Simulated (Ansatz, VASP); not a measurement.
**Bi2Se3 in VASP and in Ansatz**

```
Bi Se
1.0
     2.09357    1.20873   10.42128
    -2.09357    1.20873   10.42128
     0.00000   -2.41745   10.42128
Bi Se
2 3
Direct
  0.39567 0.39567 0.39567
  0.60433 0.60433 0.60433
  0.00000 0.00000 0.00000
  0.22090 0.22090 0.22090
  0.77910 0.77910 0.77910
```

Alike in both runs: functional PBE; k mesh 6 × 6 × 6; no spin polarisation.

Ansatz relaxed the structure, and its values are those at the end. VASP's run is a single point on that final structure, the one shown.

|  | VASP | Ansatz |
| --- | --- | --- |
| version | VASP 6.6.1 | Ansatz 0.2.0 |
| potentials or method | VASP PAW PBE potentials, release 64 (Bi_d, Se), cutoff 500 eV | plane waves, PAW |
| occupations | gaussian, width 0.01 eV | fixed |
| valence electrons in the cell | 48 | 78 |

VASP gave:

- gap on the k mesh at the Fermi level (eV): 0.69
- pressure (GPa): 0.0
- rms of the force components (eV/Å): 0.005

Task: Estimate Ansatz's values.

Result: gap on the k mesh at the Fermi level (eV): 0.69; pressure (GPa): 0.0; rms of the force components (eV/Å): 0.000.

VASP's potentials hold 48 valence electrons a cell and Ansatz's 78, so a difference there can come from the potentials and not from the codes.

Neither program's run includes spin-orbit coupling.
